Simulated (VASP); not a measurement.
# Mg5ZnO6 (P1) in VASP: relaxation of cell and atoms with PBE

Aim: the relaxation of cell and atoms of Mg5ZnO6 with PBE.

All numbers are computed with VASP 6.6.1; they aren't measurements. Logs are shortened: lines on timing, memory, paths and dates and some standing lists are left out, and cuts for length are marked.

**1. The cell of the first run**

The typed cell holds 12 atoms: a = 3.008 Å, b = 3.009 Å, c = 12.821 Å, α = 89.20°, β = 90.48°, γ = 91.00°.

**2. Relaxation of cell and atoms, PBE**

INCAR

```
ALGO     = Normal         # electronic algorithm
EDIFF    = 1E-7           # SCF threshold, eV
EDIFFG   = -0.025         # ionic threshold
ENCUT    = 600            # plane-wave cutoff, eV
GGA      = PE             # functional
IBRION   = 2              # ionic algorithm
ISIF     = 3              # what is computed and relaxed
ISMEAR   = 0              # smearing method
LASPH    = True           # aspherical terms in the spheres
LCHARG   = False          # write CHGCAR
LREAL    = False          # projectors in reciprocal space
LWAVE    = False          # write WAVECAR
NELM     = 60             # most SCF steps
NSW      = 80             # ionic steps
PREC     = Accurate       # precision mode
SIGMA    = 0.1            # smearing width, eV
```

KPOINTS

```
k-points
0
Gamma
  4 4 1
```

POSCAR

```
Mg5ZnO6
1.0
    3.0073684872     -0.0262227857     -0.0125522464
   -0.0262227857      3.0084063725      0.0208879903
   -0.0532228342      0.0885672579     12.8207747591
Mg Zn O
5 1 6
Direct
    0.0104422221     -0.0187112852      0.6667955190
    0.4750460825      0.5084200137      0.4993713802
   -0.0110990892      1.0003357301      0.3379873148
    0.4946703476      0.4950250185      0.1612013081
    0.4712406678      0.4871024693      0.8402685451
    0.0346299708      0.9672643105     -0.0031092311
   -0.0012074139      0.0070676808      0.4965759895
    0.5170794639      0.5106677332      0.3360699098
    1.0263948178     -0.0145337494      0.1660887600
    0.4980798004      0.5279850508     -0.0019825386
    0.9877200565     -0.0078770953      0.8344183345
    0.4970030737      0.5372541229      0.6663147087
```

Potentials or basis: VASP PAW PBE potentials, release 64 (Mg, Zn, O).

Command:

```
> cat potpaw_PBE.64/Mg/POTCAR potpaw_PBE.64/Zn/POTCAR potpaw_PBE.64/O/POTCAR > POTCAR
> mpirun -np 1 vasp_std > vasp.out
```

OUTCAR:

```text
EDIFF = 1E-7
   EDIFFG = -0.025
   ENCUT = 600
   GGA = PE
   IBRION = 2
   ISIF = 3
   ISMEAR = 0
   LASPH = True
   LREAL = False
   NELM = 60
   NSW = 80
   PREC = Accurate

 ion  position               nearest neighbor table
   1  0.010  0.981  0.667-  12 2.00  12 2.02  11 2.15   7 2.18  12 2.20  12 2.30   2 2.96   2 2.99
                             5 3.00   5 3.03   2 3.03   2 3.11   5 3.11   5 3.18
   2  0.475  0.508  0.499-   7 2.06   7 2.09   8 2.10  12 2.14   7 2.16   7 2.20   3 2.92   3 2.95
                             3 2.96   1 2.96   1 2.99   1 3.03   3 3.04   1 3.11
   3  0.989  0.000  0.338-   8 2.03   7 2.03   8 2.11   8 2.19   8 2.19   9 2.21   2 2.92   2 2.95
                             2 2.96   2 3.04   4 3.08   4 3.09   4 3.10   4 3.16
   4  0.495  0.495  0.161-   9 2.06   9 2.06  10 2.09   9 2.16   9 2.23   8 2.24   6 2.88   6 2.97
                             6 3.00   3 3.08   3 3.09   3 3.10   6 3.14   3 3.16
   5  0.471  0.487  0.840-  10 2.03  11 2.06  11 2.12  11 2.15  11 2.17  12 2.24   6 2.83   6 2.84
                             6 2.99   1 3.00   1 3.03   6 3.05   1 3.11   1 3.18
   6  0.035  0.967  0.997-  10 1.94  10 2.07  11 2.09  10 2.17   9 2.17  10 2.36   5 2.83   5 2.84
                             4 2.88   4 2.97   5 2.99   4 3.00   5 3.05   4 3.14
   7  0.999  0.007  0.497-   3 2.03   2 2.06   2 2.09   2 2.16   1 2.18   2 2.20
   8  0.517  0.511  0.336-   3 2.03   2 2.10   3 2.11   3 2.19   3 2.19   4 2.24
   9  0.026  0.985  0.166-   4 2.06   4 2.06   4 2.16   6 2.17   3 2.21   4 2.23
  10  0.498  0.528  0.998-   6 1.94   5 2.03   6 2.07   4 2.09   6 2.17   6 2.36
  11  0.988  0.992  0.834-   5 2.06   6 2.09   5 2.12   1 2.15   5 2.15   5 2.17
  12  0.497  0.537  0.666-   1 2.00   1 2.02   2 2.14   1 2.20   5 2.24   1 2.30

  LATTYP: Found a triclinic cell.
 ALAT       =     3.0075090043
 B/A-ratio  =     1.4020635932
 C/A-ratio  =     4.4743058678
 COS(alpha) =     0.0036270456
 COS(beta)  =     0.2194139045
 COS(gamma) =     0.7007746398

  Lattice vectors:

 A1 = (   3.0073684872,  -0.0262227857,  -0.0125522464)
 A2 = (   2.9811457015,   2.9821835868,   0.0083357439)
 A3 = (   2.9803684387,  -2.9460619003,  12.7873345224)

Analysis of symmetry for initial positions (statically):
=====================================================================
 Subroutine PRICEL returns:
 Original cell was already a primitive cell.

 Routine SETGRP: Setting up the symmetry group for a
 triclinic supercell.

 Subroutine GETGRP returns: Found  1 space group operations
 (whereof  1 operations were pure point group operations)
 out of a pool of  2 trial point group operations.

The static configuration has the point symmetry C_1 .

Analysis of symmetry for dynamics (positions and initial velocities):
=====================================================================
 Subroutine PRICEL returns:
 Original cell was already a primitive cell.

 Routine SETGRP: Setting up the symmetry group for a
 triclinic supercell.

 Subroutine GETGRP returns: Found  1 space group operations
 (whereof  1 operations were pure point group operations)
[... 120 lines left out ...]
   EMIN   =  10.00;   EMAX   =-10.00  energy-range for DOS
   EFERMI =   0.00;   METHOD = LEGACY
   ISMEAR =     0;   SIGMA  =   0.10  broadening in eV -4-tet -1-fermi 0-gaus
   EFERMI_NEDOS =   21; number of points for ismear=-14 and -15
   IALGO  =     38    algorithm
   IMIX   =      4    mixing-type and parameters
     AMIX     =   0.40;   BMIX     =  1.00
     AMIX_MAG =   1.60;   BMIX_MAG =  1.00
  volume/ion in A,a.u.               =       9.66        65.22
  Fermi-wavevector in a.u.,A,eV,Ry     =   1.299448  2.455600 22.974306  1.688564
  Thomas-Fermi vector in A             =   2.430711
   LORBIT       =      0    0 simple, 1 ext, 2 COOP (PROOUT), +10 PAW based schemes
   GGA     = PE    functional components
   LHFCALC =     F    Hartree Fock is set to
   AEXX    =    0.0000 exact exchange contribution
   IVDW    =     0    specifies the selected vdW correction
   LEPSILON=     F    determine dielectric tensor
   LRPA    =     F    only Hartree local field effects (RPA)
 conjugate gradient relaxation of ions
 non-spin polarized calculation
 Gauss-broadening in eV      SIGMA  =   0.10
  energy-cutoff  :      600.00
  volume of cell :      115.98
 maximum number of plane-waves:      3896
   NGX = 13   NGY = 13   NGZ = 51

--------------------------------------- Ionic step        1  -------------------------------------------

 number of electron      57.9999991 magnetization

 Free energy of the ion-electron system (eV)
  ---------------------------------------------------
  ext. energy  EPLUGINS =         0.00000000
  ---------------------------------------------------
  free energy    TOTEN  =       -67.74171839 eV

  energy without entropy =      -67.74171839  energy(sigma->0) =      -67.74171839

------------------------ aborting loop because EDIFF is reached ----------------------------------------

  FORCE on cell =-STRESS in cart. coord.  units (eV):
  Direction    XX          YY          ZZ          XY          YZ          ZX
  --------------------------------------------------------------------------------------
  -------------------------------------------------------------------------------------
  Total        2.6326939      2.3474447      0.7846902     -0.0493586     -1.2304279      0.8347599
  in kB       36.3692789     32.4287115     10.8400818     -0.6818625    -16.9977122     11.5317683
  external PRESSURE =      26.5460241 kB  Pullay stress =       0.0000000 kB
[... 119 lines left out ...]
  FREE ENERGIE OF THE ION-ELECTRON SYSTEM (eV)
  ---------------------------------------------------
  free  energy   TOTEN  =       -68.0717465848 eV

  energy  without entropy=      -68.0717465848  energy(sigma->0) =      -68.07174658

[... ionic steps 4 to 13 ...]

--------------------------------------- Ionic step       14  -------------------------------------------

 number of electron      58.0000027 magnetization

------------------------ aborting loop because EDIFF is reached ----------------------------------------
[... 87 lines left out ...]
--------------------------------------- Ionic step       16  -------------------------------------------

 number of electron      58.0000029 magnetization

 Free energy of the ion-electron system (eV)
  ---------------------------------------------------
  ext. energy  EPLUGINS =         0.00000000
  ---------------------------------------------------
  free energy    TOTEN  =       -68.18771070 eV

  energy without entropy =      -68.18771070  energy(sigma->0) =      -68.18771070

 E-fermi :   4.0122     XC(G=0): -11.1536

 val. band max:        3.5543374672   @ k =  -0.0000   0.5000   0.0000
 cond. band min:       6.2158145455   @ k =   0.0000   0.0000   0.0000
 fundamental gap:      2.6614770783
 Fermi energy:         4.0121800309

 k-point     1 :       0.0000    0.0000    0.0000
  band No.  band energies     occupation
      1     -14.5458      2.00000
      2     -14.1122      2.00000
      3     -14.0042      2.00000
      4     -13.4454      2.00000
      5     -13.2469      2.00000
      6     -12.9114      2.00000
[... 418 lines left out ...]
  FREE ENERGIE OF THE ION-ELECTRON SYSTEM (eV)
  ---------------------------------------------------
  free  energy   TOTEN  =       -68.1877107047 eV

  energy  without entropy=      -68.1877107047  energy(sigma->0) =      -68.18771070

 reached required accuracy - stopping structural energy minimisation
```

Wall time 8.7 min (1 thread of AMD EPYC 7R13 (Zen 3), shared host); peak memory 0.24 GiB.

What came out:

```yaml
Free_energy: -68.1877 eV
Relaxed_volume: 9.68 Å³/atom
Relaxed_cell: a = 3.015 Å, b = 3.016 Å, c = 12.767 Å, α = 89.98°, β = 90.01°, γ = 90.02°
Space_group_after_relaxing_to_0.1_Å: P4/mmm (No. 123)
Energy_gained_by_relaxing: 37.2 meV/atom
Ionic_steps: 16
Pressure_after_relaxing: 0.0 GPa
Largest_force_after_relaxing: 0.016 eV/Å
Band_gap_on_the_k_mesh: 2.66 eV (least direct gap 3.47 eV)
```

Forces in eV/Å, atoms in the order of the input:
```
Mg   0.008 -0.007 -0.004
Mg   0.006 -0.002 -0.005
Mg  -0.008 -0.006  0.011
Mg  -0.006  0.003 -0.010
Mg  -0.006  0.005  0.013
Zn   0.005  0.006 -0.002
O    0.007 -0.002  0.001
O   -0.006  0.003 -0.009
O   -0.002 -0.003 -0.008
O   -0.007  0.006 -0.007
O    0.003 -0.007  0.006
O    0.007  0.002  0.014
```

Stress tensor (GPa, compression positive):
```
 0.01  0.04  0.03
 0.04 -0.02 -0.05
 0.03 -0.05  0.03
```

The path:
```
step  energy change (eV)  largest force (eV/Å)  pressure (GPa)  volume (Å³)
   1              0.0000                1.3037            2.65       115.98
   2             -0.3108                0.4979           -2.59       118.68
   3             -0.3300                0.5317           -3.96       119.62
   4             -0.4226                0.2112            0.27       115.98
   5             -0.4229                0.1909            0.55       115.77
   6             -0.4346                0.1201            0.13       116.04
   7             -0.4369                0.1780           -0.12       116.21
   8             -0.4414                0.0896           -0.08       116.18
   9             -0.4415                0.1044           -0.07       116.17
  10             -0.4436                0.0480            0.06       116.06
  11             -0.4439                0.0749            0.15       116.00
  12             -0.4451                0.0421           -0.07       116.16
  13             -0.4452                0.0387           -0.16       116.22
  14             -0.4457                0.0360            0.09       116.04
  15             -0.4457                0.0370            0.13       116.01
  16             -0.4460                0.0158            0.01       116.10
```

Final structure:
```yaml
crystal:
  lattice:
    - [3.01547, -0.00065, -0.00009]
    - [-0.00066, 3.01576, 0.00042]
    - [-0.00156, 0.00277, 12.76717]
  atoms:
    - { symbol: Mg, position: [0.99878, 0.00060, 0.66533] }
    - { symbol: Mg, position: [0.49919, 0.50052, 0.50000] }
    - { symbol: Mg, position: [0.00083, 0.00045, 0.33460] }
    - { symbol: Mg, position: [0.50108, 0.49967, 0.16718] }
    - { symbol: Mg, position: [0.49994, 0.49970, 0.83283] }
    - { symbol: Zn, position: [0.00022, 0.99898, 0.00005] }
    - { symbol: O, position: [0.99920, 0.00048, 0.49998] }
    - { symbol: O, position: [0.50071, 0.50016, 0.33425] }
    - { symbol: O, position: [0.00092, 0.99988, 0.16955] }
    - { symbol: O, position: [0.50061, 0.49917, 0.00007] }
    - { symbol: O, position: [0.99963, 0.00012, 0.83048] }
    - { symbol: O, position: [0.49887, 0.50028, 0.66569] }
```

Levels at points of the mesh, in eV from the valence-band top:
| k point | band 26 | band 27 | band 28 | band 29 | band 30 | band 31 | band 32 | band 33 |
| --- | --- | --- | --- | --- | --- | --- | --- | --- |
| (0.00, 0.00, 0.00) | -1.09 | -0.86 | -0.81 | -0.81 | 2.66 | 4.85 | 5.47 | 7.21 |
| (0.50, 0.00, 0.00) | -1.35 | -1.35 | -0.72 | 0.00 | 6.31 | 6.82 | 7.07 | 7.31 |
| (0.00, 0.50, 0.00) | -1.35 | -1.35 | -0.72 | 0.00 | 6.31 | 6.82 | 7.07 | 7.31 |
| (0.50, 0.50, 0.00) | -2.13 | -2.13 | -2.12 | -2.10 | 5.27 | 8.66 | 8.67 | 8.82 |

Caveat: the k points lie up to 0.52 Å⁻¹ apart in the final cell. A k mesh can miss the band edges.
